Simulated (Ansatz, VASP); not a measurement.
**PbSe in VASP and in Ansatz**

INCAR

```
SYSTEM = PbSe
ALGO     = Normal         ! electronic algorithm
EDIFF    = 1E-8           ! SCF threshold, eV
ENCUT    = 520            ! plane-wave cutoff, eV
GGA      = PE             ! functional
ISIF     = 2              ! what is computed and relaxed
ISMEAR   = -1             ! smearing method
LASPH    = .True.         ! aspherical terms in the spheres
LCHARG   = .False.        ! write CHGCAR
LEFG     = .True.       
LREAL    = .False.        ! projectors in reciprocal space
LWAVE    = .False.        ! write WAVECAR
NBANDS   = 17             ! bands
NELM     = 100            ! most SCF steps
PREC     = Accurate       ! precision mode
SIGMA    = 0.01           ! smearing width, eV
```

KPOINTS

```
k-points
0
Gamma
  9 9 9
  0 0 0
```

Contents of POSCAR:

```
PbSe
1.0
    0.0000000000      3.0621500000      3.0621500000
    3.0621500000      0.0000000000      3.0621500000
    3.0621500000      3.0621500000      0.0000000000
Pb Se
1 1
Direct
    0.0000000000      0.0000000000      0.0000000000
    0.5000000000      0.5000000000      0.5000000000
```

Input for Ansatz:

```yaml
crystal:
  lattice:
    - [0.0, 3.06215, 3.06215]
    - [3.06215, 0.0, 3.06215]
    - [3.06215, 3.06215, 0.0]
  atoms:
    - { symbol: Pb, position: [0.0, 0.0, 0.0] }
    - { symbol: Se, position: [0.5, 0.5, 0.5] }
kpoints:
  mp_grid: { grid: [9, 9, 9] }
  band_path:
    path:
      - [0.0, 0.0, 0.0]
      - [0.5, 0.0, 0.5]
      - [0.625, 0.25, 0.625]
      - [0.375, 0.375, 0.75]
      - [0.0, 0.0, 0.0]
      - [0.5, 0.5, 0.5]
      - [0.5, 0.25, 0.75]
      - [0.5, 0.0, 0.5]
    npoints: 8
scf:
  occupations: { method: fermi_dirac, width: 0.01 }
hamiltonian:
  xc: pbe
  pseudopotentials: { kind: all_electron, datasets: crystal }
output:
  forces: true
  stress: true
  eigenvalues: true
  efg: { contact_densities: true }
```

Alike in both runs: task electric field gradients; functional PBE; k mesh 9 × 9 × 9; occupations fermi-dirac, width 0.01 eV; no spin polarisation.

|  | VASP | Ansatz |
| --- | --- | --- |
| version | VASP 6.6.1 | Ansatz 0.2.0 |
| potentials or method | VASP PAW PBE potentials, release 64 (Pb_d, Se), cutoff 520 eV | all-electron PAW with datasets made for the crystal, scalar-relativistic |

```csv
,VASP,Ansatz,Ansatz less VASP
pressure (GPa),2.3,2.3,+0.01
```

Ansatz ran all-electron here, and VASP with PAW potentials.

Spin-orbit coupling is off throughout.
